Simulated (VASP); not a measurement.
A run of VASP 6.6.1 is set up as follows.

File INCAR:

```
PREC = Accurate
ENCUT = 500
EDIFF = 1E-6
ISMEAR = -1
SIGMA = 0.02
LREAL = F
LASPH = T
NELM = 120
ALGO = Normal
ISIF = 2
LWAVE = F
LCHARG = T
GGA = CA
LELF = T
LVHAR = T
NBANDS = 28
GGA_COMPAT = F
```

The input KPOINTS:

```
regular mesh
0
Gamma
  6 6 4
```

The input POSCAR:

```
PbS
1.0
    4.0181656518      0.0000000000      0.0000000000
   -2.0090828259      3.4798335311      0.0000000000
    0.0000000000      0.0000000000      7.2127389047
Pb S
2 2
Direct
    0.0000000000      0.0000000000      0.0000000000
    0.0000000000      0.0000000000      0.5000000000
    0.3333333333      0.6666666667      0.2500000000
    0.6666666667      0.3333333333      0.7500000000
```

Potentials or basis: VASP PAW LDA potentials, release 64 (Pb_d, S).

Command:

```console
$ cat potpaw_LDA.64/Pb_d/POTCAR potpaw_LDA.64/S/POTCAR > POTCAR
$ mpirun -np 1 vasp_std > vasp.out
```

**Question.** Predict the pressure.

**Answer.** 0.1 GPa.

**Question.** What does it give for the band gap on the k mesh?

**Answer.** Zero (band 20 reaches 6.27 eV, above the bottom of band 21 at 6.18 eV).

Caveat: spin-orbit coupling is left out, which moves the levels of the heavy elements.
